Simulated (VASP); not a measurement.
# BaPtPbSe3 (P4mm) in VASP: notebook

BaPtPbSe3 is run at these levels: PBE; tasks: single point, relaxation of cell and atoms.

Program: VASP 6.6.1. These are calculated values, not measurements. Logs are shortened: lines on timing, memory, paths and dates and some standing lists are left out, and cuts for length are marked.

### 1 The cell of the first run

It takes space group P4mm (No. 99, tetragonal). The conventional cell has a = 5.048 Å, b = 5.048 Å, c = 7.058 Å, α = 90.00°, β = 90.00°, γ = 90.00°. Ba (site symmetry 4mm) has 8 Se at 3.32 to 4.05 Å and 2 Pb at 3.38 to 3.68 Å and 4 Pt at 4.35 Å within 4.4 Å. Within 3.4 Å of Pt (site symmetry 4mm) lie 5 Se at 2.55 to 2.65 Å. Within 3.9 Å of Pb (site symmetry 4mm) lie 8 Se at 2.95 to 3.86 Å and 2 Ba at 3.38 to 3.68 Å and 4 Pt at 3.76 Å. Se (site symmetry 2mm) has 2 Pt at 2.55 Å and 2 Pb at 2.95 Å and 2 Ba at 3.32 Å within 3.4 Å. Se (site symmetry 4mm) has 1 Pt at 2.65 Å within 3.5 Å.

The cell was built from a structure type or drawn by symmetry, and may not be a known phase.

### 2 Single point, PBE

File INCAR:

```
SYSTEM = BaPtPbSe3
  PREC = Accurate
  ENCUT = 520
  EDIFF = 1E-7
  ISMEAR = 0
  SIGMA = 0.15
  LREAL = .False.
  LASPH = .True.
  NELM = 60
  ALGO = Normal
  ISIF = 2
  LWAVE = .False.
  LCHARG = .False.
  GGA = PE
  NBANDS = 35
```

File KPOINTS:

```
regular mesh
0
Gamma
  3 3 2
  0 0 0
```

File POSCAR:

```
BaPtPbSe3
1.0
    5.0483042656      0.0000000000      0.0000000000
    0.0000000000      5.0483042656      0.0000000000
    0.0000000000      0.0000000000      7.0577895374
Ba Pt Pb Se
1 1 1 3
Direct
    0.0000000000      0.0000000000      0.2744131774
    0.5000000000      0.5000000000      0.9221126997
    0.0000000000      0.0000000000      0.7532027691
    0.5000000000      0.0000000000     -0.0311985288
    0.0000000000      0.5000000000     -0.0311985288
    0.5000000000      0.5000000000      0.5463240014
```

Potentials or basis: VASP PAW PBE potentials, release 64 (Ba_sv, Pt, Pb_d, Se).

Command:

```
$ cat potpaw_PBE.64/Ba_sv/POTCAR potpaw_PBE.64/Pt/POTCAR potpaw_PBE.64/Pb_d/POTCAR potpaw_PBE.64/Se/POTCAR > POTCAR
$ mpirun -np 1 vasp_std > vasp.out
```

OUTCAR:

```text
SYSTEM = BaPtPbSe3
   PREC = Accurate
   ENCUT = 520
   EDIFF = 1E-7
   ISMEAR = 0
   LREAL = .False.
   LASPH = .True.
   NELM = 60
   ISIF = 2
   GGA = PE

 ion  position               nearest neighbor table
   1  0.000  0.000  0.274-   4 3.32   5 3.32   5 3.32   4 3.32   3 3.38   3 3.68
   2  0.500  0.500  0.922-   4 2.55   5 2.55   4 2.55   5 2.55   6 2.65   3 3.76   3 3.76   3 3.76
                             3 3.76
   3  0.000  0.000  0.753-   4 2.95   5 2.95   5 2.95   4 2.95   1 3.38   1 3.68   2 3.76   2 3.76
                             2 3.76   2 3.76
   4  0.500  0.000  0.969-   2 2.55   2 2.55   3 2.95   3 2.95   1 3.32   1 3.32
   5  0.000  0.500  0.969-   2 2.55   2 2.55   3 2.95   3 2.95   1 3.32   1 3.32
   6  0.500  0.500  0.546-   2 2.65

  LATTYP: Found a simple tetragonal cell.
 ALAT       =     5.0483042656
 C/A-ratio  =     1.3980515369

  Lattice vectors:

 A1 = (   5.0483042656,   0.0000000000,   0.0000000000)
 A2 = (   0.0000000000,   5.0483042656,   0.0000000000)
 A3 = (   0.0000000000,   0.0000000000,   7.0577895374)

Analysis of symmetry for initial positions (statically):
=====================================================================
 Subroutine PRICEL returns:
 Original cell was already a primitive cell.

 Routine SETGRP: Setting up the symmetry group for a
 simple tetragonal supercell.

 Subroutine GETGRP returns: Found  8 space group operations
 (whereof  8 operations were pure point group operations)
 out of a pool of 16 trial point group operations.

The static configuration has the point symmetry C_4v.

Analysis of symmetry for dynamics (positions and initial velocities):
=====================================================================
 Subroutine PRICEL returns:
 Original cell was already a primitive cell.

 Routine SETGRP: Setting up the symmetry group for a
 simple tetragonal supercell.

 Subroutine GETGRP returns: Found  8 space group operations
 (whereof  8 operations were pure point group operations)
 out of a pool of 16 trial point group operations.

The dynamic configuration has the point symmetry C_4v.

 Subroutine INISYM returns: Found  8 space group operations
 (whereof  8 operations are pure point group operations),
 and found     1 'primitive' translations

----------------------------------------------------------------------------------------

                                     Primitive cell

  volume of cell :     179.8704

  direct lattice vectors                    reciprocal lattice vectors
     5.048304266  0.000000000  0.000000000     0.198086317  0.000000000  0.000000000
     0.000000000  5.048304266  0.000000000     0.000000000  0.198086317  0.000000000
     0.000000000  0.000000000  7.057789537     0.000000000  0.000000000  0.141687421

  length of vectors
     5.048304266  5.048304266  7.057789537     0.198086317  0.198086317  0.141687421

  position of ions in fractional coordinates (direct lattice)
     0.000000000  0.000000000  0.274413177
     0.500000000  0.500000000  0.922112700
     0.000000000  0.000000000  0.753202769
     0.500000000  0.000000000  0.968801471
     0.000000000  0.500000000  0.968801471
     0.500000000  0.500000000  0.546324001

  ion indices of the primitive-cell ions
   primitive index   ion index
                 1           1
                 2           2
                 3           3
                 4           4
                 5           5
                 6           6

----------------------------------------------------------------------------------------

 KPOINTS: regular mesh

Automatic generation of k-mesh.
 Grid dimensions read from file:
 generate k-points for:    3    3    2

 Generating k-lattice:

  Cartesian coordinates                     Fractional coordinates (reciprocal lattice)
     0.066028772  0.000000000  0.000000000     0.333333333  0.000000000  0.000000000
     0.000000000  0.066028772  0.000000000     0.000000000  0.333333333  0.000000000
     0.000000000  0.000000000  0.070843711     0.000000000  0.000000000  0.500000000

  Length of vectors
     0.066028772  0.066028772  0.070843711

  Shift w.r.t. Gamma in fractional coordinates (k-lattice)
     0.000000000  0.000000000  0.000000000

 Subroutine IBZKPT returns following result:
 ===========================================

 Found      6 irreducible k-points:

 Following reciprocal coordinates:
            Coordinates               Weight
  0.000000  0.000000  0.000000      1.000000
  0.333333  0.000000  0.000000      4.000000
  0.333333  0.333333  0.000000      4.000000
  0.000000  0.000000  0.500000      1.000000
  0.333333  0.000000  0.500000      4.000000
  0.333333  0.333333  0.500000      4.000000
   k-points           NKPTS =      6   k-points in BZ     NKDIM =      6   number of bands    NBANDS=     35
   number of dos      NEDOS =    301   number of ions     NIONS =      6
   total plane-waves  NPLWV =  86400
   dimension x,y,z NGX =    40 NGY =   40 NGZ =   54
   dimension x,y,z NGXF=    80 NGYF=   80 NGZF=  108
   ions per type =               1   1   1   3
   NGX,Y,Z   is equivalent  to a cutoff of  13.17, 13.17, 12.72 a.u.
   NGXF,Y,Z  is equivalent  to a cutoff of  26.34, 26.34, 25.44 a.u.
 SYSTEM =  BaPtPbSe3
   PREC   = accura    normal or accurate (medium, high low for compatibility)
   ISTART =      0    job   : 0-new  1-cont  2-samecut
   ICHARG =      2    charge: 1-file 2-atom 10-const
   ISPIN  =      1    spin polarized calculation?
   LNONCOLLINEAR =      F non collinear calculations
   LSORBIT =      F    spin-orbit coupling
   LASPH  =      T    aspherical Exc in radial PAW
   ENCUT  =  520.0 eV  38.22 Ry    6.18 a.u.   9.39  9.39 13.12*2*pi/ulx,y,z
   NELM   =     60;   NELMIN=  2; NELMDL= -5     # of ELM steps
   EDIFF  = 0.1E-06   stopping-criterion for ELM
   LREAL  =      F    real-space projection
   EDIFFG = 0.1E-05   stopping-criterion for IOM
   NSW    =      0    number of steps for IOM
   IBRION =     -1    ionic relax: 0-MD 1-quasi-New 2-CG
   NFREE  =      0    steps in history (QN), initial steepest desc. (CG)
   ISIF   =      2    stress and relaxation
   ISYM   =      2    0-nonsym 1-usesym 2-fastsym
   POTIM  = 0.5000    time-step for ionic-motion
   TEBEG  =    0.0;   TEEND  =   0.0 temperature during run
   PSTRESS=    0.0 pullay stress
   NELECT =      52.0000    total number of electrons
   NUPDOWN=      -1.0000    fix difference up-down
   EMIN   =  10.00;   EMAX   =-10.00  energy-range for DOS
   EFERMI =   0.00;   METHOD = LEGACY
   ISMEAR =     0;   SIGMA  =   0.15  broadening in eV -4-tet -1-fermi 0-gaus
   EFERMI_NEDOS =   21; number of points for ismear=-14 and -15
   IALGO  =     38    algorithm
   IMIX   =      4    mixing-type and parameters
     AMIX     =   0.40;   BMIX     =  1.00
     AMIX_MAG =   1.60;   BMIX_MAG =  1.00
  volume/ion in A,a.u.               =      29.98       202.30
  Fermi-wavevector in a.u.,A,eV,Ry     =   1.082487  2.045604 15.943009  1.171778
  Thomas-Fermi vector in A             =   2.218530
   LORBIT       =      0    0 simple, 1 ext, 2 COOP (PROOUT), +10 PAW based schemes
   GGA     = PE    functional components
   LHFCALC =     F    Hartree Fock is set to
   AEXX    =    0.0000 exact exchange contribution
   IVDW    =     0    specifies the selected vdW correction
   LEPSILON=     F    determine dielectric tensor
   LRPA    =     F    only Hartree local field effects (RPA)
 non-spin polarized calculation
 Gauss-broadening in eV      SIGMA  =   0.15
  energy-cutoff  :      520.00
  volume of cell :      179.87
 maximum number of plane-waves:      4854
 NGX is ok and might be reduce to    40
   NGX = 19   NGY = 19   NGZ = 27

 number of electron      52.0000000 magnetization

 Free energy of the ion-electron system (eV)
  ---------------------------------------------------
  ext. energy  EPLUGINS =         0.00000000
  ---------------------------------------------------
  free energy    TOTEN  =       -25.92208095 eV

  energy without entropy =      -25.89933863  energy(sigma->0) =      -25.91070979

 E-fermi :   3.8417     XC(G=0):  -9.1205

 val. band max:        3.8231773462   @ k =   0.0000   0.0000   0.5000
 cond. band min:       3.8812705067   @ k =   0.3333   0.0000   0.0000
 fundamental gap:      0.0580931605
 Fermi energy:         3.8416587000

 k-point     1 :       0.0000    0.0000    0.0000
  band No.  band energies     occupation
      1     -24.4412      2.00000
      2     -13.4258      2.00000
      3     -13.4108      2.00000
      4     -13.4000      2.00000
      5     -13.4000      2.00000
      6     -13.3453      2.00000
[... 27 lines left out ...]
     34       7.5188      0.00000
     35       8.2337      0.00000

 k-point     2 :       0.3333    0.0000    0.0000
  band No.  band energies     occupation
      1     -24.4388      2.00000
      2     -13.4247      2.00000
      3     -13.4226      2.00000
      4     -13.3998      2.00000
      5     -13.3910      2.00000
      6     -13.3471      2.00000
[... 27 lines left out ...]
     34       8.2426      0.00000
     35       8.6050      0.00000

 k-point     3 :       0.3333    0.3333    0.0000
  band No.  band energies     occupation
      1     -24.4365      2.00000
      2     -13.4232      2.00000
      3     -13.4214      2.00000
      4     -13.4172      2.00000
      5     -13.3741      2.00000
      6     -13.3503      2.00000
[... 27 lines left out ...]
     34       7.9905      0.00000
     35       8.5534      0.00000

 k-point     4 :       0.0000    0.0000    0.5000
  band No.  band energies     occupation
      1     -24.4406      2.00000
      2     -13.4443      2.00000
      3     -13.4108      2.00000
      4     -13.4008      2.00000
      5     -13.4008      2.00000
      6     -13.3453      2.00000
[... 27 lines left out ...]
     34       7.5081      0.00000
     35       8.1464      0.00000

 k-point     5 :       0.3333    0.0000    0.5000
  band No.  band energies     occupation
      1     -24.4383      2.00000
      2     -13.4426      2.00000
      3     -13.4245      2.00000
      4     -13.4006      2.00000
      5     -13.3917      2.00000
      6     -13.3471      2.00000
[... 27 lines left out ...]
     34       7.8164      0.00000
     35       8.5727      0.00000

 k-point     6 :       0.3333    0.3333    0.5000
  band No.  band energies     occupation
      1     -24.4359      2.00000
      2     -13.4406      2.00000
      3     -13.4227      2.00000
      4     -13.4206      2.00000
      5     -13.3741      2.00000
      6     -13.3503      2.00000
[... 27 lines left out ...]
     34       8.4667      0.00000
     35       9.1739      0.00000

------------------------ aborting loop because EDIFF is reached ----------------------------------------

  FORCE on cell =-STRESS in cart. coord.  units (eV):
  Direction    XX          YY          ZZ          XY          YZ          ZX
  --------------------------------------------------------------------------------------
  -------------------------------------------------------------------------------------
  Total        0.0028329      0.0028329      0.3933296      0.0000000     -0.0000000      0.0000000
  in kB        0.0252340      0.0252340      3.5035434      0.0000000     -0.0000000      0.0000000
  external PRESSURE =       1.1846705 kB  Pullay stress =       0.0000000 kB

 VOLUME and BASIS-vectors are now :
 -----------------------------------------------------------------------------
  energy-cutoff  :      520.00
  volume of cell :      179.87
      direct lattice vectors                 reciprocal lattice vectors
     5.048304266  0.000000000  0.000000000     0.198086317  0.000000000  0.000000000
     0.000000000  5.048304266  0.000000000     0.000000000  0.198086317  0.000000000
     0.000000000  0.000000000  7.057789537     0.000000000  0.000000000  0.141687421

 POSITION                                       TOTAL-FORCE (eV/Angst)
 -----------------------------------------------------------------------------------
      0.00000      0.00000      1.93675        -0.000000      0.000000      0.079382
      2.52415      2.52415      6.50808         0.000000      0.000000     -0.003561
      0.00000      0.00000      5.31595        -0.000000      0.000000      0.037482
      2.52415      0.00000      6.83760        -0.000000      0.000000     -0.083326
      0.00000      2.52415      6.83760        -0.000000      0.000000     -0.083326
      2.52415      2.52415      3.85584        -0.000000     -0.000000      0.053350
 -----------------------------------------------------------------------------------
    total drift:                               -0.000000      0.000000     -0.000328

  FREE ENERGIE OF THE ION-ELECTRON SYSTEM (eV)
  ---------------------------------------------------
  free  energy   TOTEN  =       -25.9220809499 eV

  energy  without entropy=      -25.8993386347  energy(sigma->0) =      -25.91070979
```

Wall time 72 s (1 thread of Intel Xeon 8259CL, shared host); peak memory 0.31 GiB.

Results:

| Item | Value |
| --- | --- |
| Free energy | -25.9221 eV |
| Pressure | 0.1 GPa |
| Largest force | 0.083 eV/Å |
| Band gap on the k mesh | zero (bands 26 and 27 overlap by 0.94 eV) |

Forces on the atoms (eV/Å):
```
Ba   0.000  0.000  0.079
Pt   0.000  0.000 -0.004
Pb   0.000  0.000  0.037
Se   0.000  0.000 -0.083
Se   0.000  0.000 -0.083
Se   0.000  0.000  0.053
```

Stress tensor (GPa, compression positive):
```
0.00 0.00 0.00
0.00 0.00 0.00
0.00 0.00 0.35
```

Caveat: the k points lie up to 0.45 Å⁻¹ apart, too coarse for converged energies and pressures of a metal; spin-orbit coupling is left out, which moves the levels of the heavy elements.

### 3 Single point, PBE

This run uses another cell than the first one, of 28.68 Å³/atom.

File INCAR:

```
SYSTEM = BaPtPbSe3
  PREC = Accurate
  ENCUT = 520
  EDIFF = 1E-7
  ISMEAR = 0
  SIGMA = 0.1
  LREAL = .FALSE.
  LASPH = .TRUE.
  NELM = 60
  ALGO = Normal
  ISIF = 2
  LWAVE = .FALSE.
  LCHARG = .TRUE.
  GGA = PE
  LELF = .TRUE.
  LVHAR = .TRUE.
  NBANDS = 35
```

File KPOINTS:

```
Automatic mesh
0
G
  6 6 4
  0 0 0
```

File POSCAR:

```
BaPtPbSe3
1.0
    4.7445732535      0.0000000000      0.0000000000
    0.0000000000      4.7445732535      0.0000000000
    0.0000000000      0.0000000000      7.6436611047
Ba Pt Pb Se
1 1 1 3
Direct
    0.0000000000      0.0000000000      0.3108665674
    0.5000000000      0.5000000000      0.8626658040
    0.0000000000      0.0000000000      0.7663287138
    0.5000000000      0.0000000000      0.9946985121
    0.0000000000      0.5000000000      0.9946985121
    0.5000000000      0.5000000000      0.5043974808
```

Potentials or basis: VASP PAW PBE potentials, release 64 (Ba_sv, Pt, Pb_d, Se).

Command:

```
$ cat potpaw_PBE.64/Ba_sv/POTCAR potpaw_PBE.64/Pt/POTCAR potpaw_PBE.64/Pb_d/POTCAR potpaw_PBE.64/Se/POTCAR > POTCAR
$ mpirun -np 1 vasp_std > vasp.out
```

It took 4.2 min on 1 thread of Intel Xeon 8259CL, shared host; peak memory 0.4 GiB.

Results (log left out):

```yaml
Free_energy: -26.0247 eV
Pressure: 0.2 GPa
Largest_force: 0.057 eV/Å
Band_gap_on_the_k_mesh: zero (bands 26 and 27 overlap by 0.30 eV)
```

Forces on the atoms (eV/Å):
```
Ba   0.000  0.000  0.057
Pt   0.000  0.000 -0.022
Pb   0.000  0.000  0.000
Se   0.000  0.000 -0.025
Se   0.000  0.000 -0.025
Se   0.000  0.000  0.015
```

Stress tensor (GPa, compression positive):
```
0.16 0.00 0.00
0.00 0.16 0.00
0.00 0.00 0.26
```

Levels at points of the mesh, in eV from the Fermi level:
```
           k point  band 24  band 25  band 26  band 27  band 28  band 29
(0.00, 0.00, 0.00)    -0.40    -0.14     0.19     0.19     0.26     2.00
(0.50, 0.00, 0.00)    -1.34    -1.14    -0.25     0.21     1.76     1.83
(0.50, 0.50, 0.00)    -1.55    -1.55    -0.14     1.38     2.39     2.67
(0.00, 0.00, 0.50)    -0.85    -0.15     0.01     0.01     0.07     2.39
(0.50, 0.00, 0.50)    -1.35    -0.79    -0.50    -0.09     1.61     2.27
(0.50, 0.50, 0.50)    -1.53    -1.09    -0.14     1.84     2.30     2.30
```

Caveat: spin-orbit coupling is left out, which moves the levels of the heavy elements.

(Continued in part 2 of 2.)
